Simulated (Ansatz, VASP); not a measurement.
One calculation of MgC2, two programs

```
Mg C
1.0
     3.84248    0.00000    0.00000
     0.00000    3.84248    0.00000
     0.00000    0.00000    4.85039
Mg C
2 4
Cartesian
  1.9212 1.9212 0.0000
  0.0000 0.0000 2.4252
  3.4108 3.4108 0.0000
  2.3529 1.4896 2.4252
  0.4317 0.4317 0.0000
  1.4896 2.3529 2.4252
```

Alike in both runs: task single point; functional PBE; k mesh 4 × 4 × 4; no spin polarisation.

```csv
,VASP,Ansatz
version,VASP 6.6.1,Ansatz 0.2.0
potentials or method,"VASP PAW PBE potentials, release 64 (Mg_sv, C), cutoff 750 eV","plane waves, PAW"
occupations,"gaussian, width 0.01 eV",fixed
valence electrons in the cell,36,36
```

Ansatz gave:

- pressure (GPa): 11.0
- traceless stress, the component that is largest in VASP (GPa): -5.65

Q: Estimate VASP's values.

A: Pressure (GPa): 10.8; traceless stress, the component that is largest in VASP (GPa): -5.84.
